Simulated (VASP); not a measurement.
Runs of VASP 6.6.1 on WSe2. The structure is that of space group P-6m2 (No. 187), or close to it. The cells are those of the table. 

```csv
cell,gap on the mesh (eV),largest force (eV/Å)
"a = 3.040, b = 3.040, c = 19.842 Å, angles 90.0, 90.0, 120.0°, 3 atoms",none,(a)
"a = 3.411, b = 3.411, c = 15.757 Å, angles 90.0, 90.0, 120.0°, 3 atoms",0.80,(b)
"a = 3.363, b = 3.363, c = 16.211 Å, angles 90.0, 90.0, 120.0°, 3 atoms",1.29,0.38
"a = 3.574, b = 3.574, c = 14.356 Å, angles 90.0, 90.0, 120.0°, 3 atoms",none,2.67
"a = 3.503, b = 3.503, c = 14.948 Å, angles 90.0, 90.0, 120.0°, 3 atoms",-,1.98
```

Alike in all rows: task single point; level PBEsol+D3(BJ); potentials or basis VASP PAW PBE potentials, release 64 (W_sv, Se); no spin polarisation; k mesh 12 × 12 × 2; cutoff (eV) 520; smearing gaussian 0.05 eV.

Problem. Estimate the missing entries.

Solution. (a) 2.86; (b) 0.93.

Caveats: the PAW data sets were made with another functional, which shifts forces and pressure a little; spin-orbit coupling is left out, which moves the levels of the heavy elements.

A k mesh can miss the band edges, and the runs leave out spin-orbit coupling on Se, W.

A gap of «none» marks levels without a gap at the run's occupations.
